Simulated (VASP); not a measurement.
The system is WC.

```xyz
2
Lattice="2.9065 0.0000 0.0000 -1.4532 2.5171 0.0000 0.0000 0.0000 2.8366" Properties=species:S:1:pos:R:3 pbc="T T T"
W     0.0000    0.0000    0.0000
C     1.4533    0.8390    1.4183
```

Base run:

- Program: VASP 6.6.1
- Functional: revPBE
- Potentials or basis: VASP PAW PBE potentials, release 64 (W_sv, C)
- Cutoff: 600 eV
- k mesh: 11 × 11 × 10
- Occupations: fermi-dirac, width 0.1 eV
- Spin: no spin polarisation

Its results: band gap on the k mesh zero (bands 9 and 10 overlap by 1.23 eV); pressure 9.8 GPa.

Problem. The run is repeated on the same cell with these changes: functional from revPBE to PBE. What comes out?

Solution. Band gap on the k mesh zero (bands 9 and 10 overlap by 1.23 eV); pressure 6.7 GPa.

PBE binds more tightly than revPBE, so the same cell stands under less pressure.

Caveats: the cell stands under pressure; spin-orbit coupling is left out, which moves the levels of the heavy elements; the PAW data sets were made with another functional, which shifts forces and pressure a little (at least some runs).
